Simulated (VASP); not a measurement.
CdS, 2 atoms in the cell. Symmetry: F-43m, No. 216, cubic system. Conventional cell: a = 5.833 Å, b = 5.833 Å, c = 5.833 Å, α = 90.00°, β = 90.00°, γ = 90.00°. Cd (site symmetry -43m) has 4 S at 2.53 Å within 3.3 Å. S (site symmetry -43m) has 4 Cd at 2.53 Å within 3.3 Å. 

```yaml
Program: VASP 6.6.1
Task: relaxation of the atoms
Functional: PBE
Potentials_or_basis: VASP PAW PBE potentials, release 64 (Cd, S)
Cutoff: 450 eV
k_mesh: 8 × 8 × 8
Occupations: fermi-dirac, width 0.02 eV
Spin: no spin polarisation
Dipole_correction: no
Further_INCAR_settings: ALGO = Normal; EDIFF = 1e-07; IBRION = 2; EDIFFG = -0.02; NSW = 80
```

Potentials or basis: VASP PAW PBE potentials, release 64 (Cd, S).

The run is started by

```sh
$ cat potpaw_PBE.64/Cd/POTCAR potpaw_PBE.64/S/POTCAR > POTCAR
$ mpirun -np 1 vasp_std > vasp.out
```

Hardware: 1 thread of Intel Xeon 8259CL, with other jobs on the host.

Task: Estimate the wall time of this run.

Result: Wall time 42 s on 1 thread of Intel Xeon 8259CL, on a shared host, peak memory 0.17 GiB. Counts: scf iterations 15, k points 29, ion steps 1.
